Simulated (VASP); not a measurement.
The system is NbAl2C2.

```xyz
5
Lattice="3.2953 0.0000 0.0000 -1.6476 2.8538 0.0000 0.0000 0.0000 8.0634" Properties=species:S:1:pos:R:3 pbc="T T T"
Al    1.6476    0.9513    5.8753
Al    1.6476    0.9513    2.1881
Nb    0.0000    0.0000    0.0000
C     0.0000    0.0000    4.0317
C     0.0000    1.9025    4.0317
```

The cell was generated, and may not be a known phase.

* Program: VASP 6.6.1
* Task: relaxation of cell and atoms
* Functional: PBE
* Potentials or basis: VASP PAW PBE potentials, release 64 (Al, Nb_sv, C_h)
* Cutoff: 1300 eV
* k mesh: 6 × 6 × 2
* Occupations: gaussian, width 0.1 eV
* Spin: no spin polarisation

At the start: pressure -21.1 GPa; volume 15.17 Å³/atom.

Problem. Where does the relaxation end?

Solution. Over 37 steps the energy falls by 1044.6 meV/atom and the volume is 14.91 Å³/atom (-1.7 %); space group P-6m2 (No. 187, to 0.1 Å) before and after.

The path:
| step | energy change (eV) | largest force (eV/Å) | pressure (GPa) | volume (Å³) |
| --- | --- | --- | --- | --- |
| 1 | 0.0000 | 0.2151 | -21.14 | 75.83 |
| 2 | -2.0770 | 0.1279 | 9.53 | 55.68 |
| 3 | -2.0844 | 0.2104 | 5.71 | 56.71 |
| 4 | -2.6253 | 1.5561 | 4.88 | 57.04 |
| 5 | -3.6633 | 1.0748 | 32.67 | 55.67 |
| 6 | -3.8119 | 1.4453 | 14.64 | 56.62 |
| 7 | -3.9169 | 1.6095 | 21.01 | 56.29 |
| 8 | -3.8656 | 1.3229 | 26.49 | 56.00 |
| 9 | -3.9044 | 1.4307 | 24.14 | 56.12 |
| 10 | -4.1564 | 1.0628 | 18.99 | 58.43 |
| 11 | -4.2994 | 0.8534 | 14.63 | 61.10 |
| 12 | -4.2815 | 0.8076 | 9.34 | 66.43 |
| 13 | -4.3404 | 0.7814 | 11.84 | 63.43 |
| 14 | -4.5125 | 0.8110 | 4.49 | 64.96 |
| 15 | -4.5598 | 0.8518 | -1.92 | 66.51 |
| 16 | -4.5599 | 0.8492 | -1.59 | 66.43 |
| 17 | -4.5811 | 0.8293 | -1.43 | 66.25 |
| 18 | -4.6403 | 0.7630 | -0.88 | 65.74 |
| 19 | -4.7318 | 0.6101 | 0.75 | 64.70 |
| 20 | -4.7604 | 0.0397 | 5.51 | 62.60 |
| 21 | -4.7827 | 0.3630 | 2.96 | 63.60 |
| 22 | -4.7850 | 0.2781 | 3.50 | 63.36 |
| 23 | -4.8203 | 0.2365 | 0.65 | 64.67 |
| 24 | -4.8307 | 0.2021 | -1.72 | 65.89 |
| 25 | -4.8559 | 0.2149 | -1.76 | 66.32 |
| 26 | -4.9427 | 0.2173 | -1.90 | 67.60 |
| 27 | -5.0994 | 0.0038 | -2.15 | 70.15 |
| 28 | -5.1557 | 0.4619 | -1.18 | 75.23 |
| 29 | -5.2014 | 0.2690 | 2.90 | 74.44 |
| 30 | -5.2030 | 0.3011 | 2.24 | 74.56 |
| 31 | -5.2173 | 0.0401 | -0.29 | 76.13 |
| 32 | -5.2174 | 0.0611 | -0.10 | 75.99 |
| 33 | -5.2174 | 0.0656 | -0.06 | 75.96 |
| 34 | -5.2178 | 0.0642 | -0.04 | 75.90 |
| 35 | -5.2188 | 0.0601 | -0.06 | 75.71 |
| 36 | -5.2206 | 0.0518 | -0.05 | 75.33 |
| 37 | -5.2228 | 0.0353 | -0.05 | 74.57 |

Final structure:
```xyz
5
Lattice="2.6381 0.0000 0.0000 -1.3190 2.2847 0.0000 0.0000 0.0000 12.3729" Properties=species:S:1:pos:R:3 pbc="T T T"
Al    1.3190    0.7616    9.8505
Al    1.3190    0.7616    2.5224
Nb    0.0000    0.0000    0.0000
C     0.0000    0.0000    6.1865
C     0.0000    1.5231    6.1865
```

Caveat: the k points lie up to 0.46 Å⁻¹ apart in the final cell, too coarse for converged energies and pressures of a metal; a cell axis changed by over 15 % at a fixed basis, so the end point is rough.
